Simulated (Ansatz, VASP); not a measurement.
**One calculation of NaH, two programs**

```xyz
2
Lattice="0.0000 2.3970 2.3970 2.3970 0.0000 2.3970 2.3970 2.3970 0.0000" Properties=species:S:1:pos:R:3 pbc="T T T"
Na    0.0000    0.0000    0.0000
H     2.3970    2.3970    2.3970
```

Alike in both runs: functional r2SCAN; k mesh 8 × 8 × 8; occupations gaussian, width 0.02 eV; no spin polarisation.

Ansatz relaxed the structure, and its values are those at the end. VASP's run is a single point on that final structure, the one shown.

```csv
,VASP,Ansatz
version,VASP 6.6.1,Ansatz 0.2.0
potentials or method,"VASP PAW PBE potentials, release 64 (Na_pv, H), cutoff 520 eV","scalar-relativistic, plane waves, PAW"
valence electrons in the cell,8,10
```

|  | VASP | Ansatz | Ansatz less VASP |
| --- | --- | --- | --- |
| gap on the k mesh at the Fermi level (eV) | 4.41 | 4.40 | -0.011 |
| least direct gap on the mesh (eV) | 5.26 | 5.27 | +0.009 |
| pressure (GPa) | -0.3 | 0.0 | +0.31 |

VASP's potentials were made for PBE, not for r2SCAN. The functional is the same, so the differences come from potentials, cutoffs and numerics. VASP's potentials hold 8 valence electrons a cell and Ansatz's 10, so a difference there can come from the potentials and not from the codes.
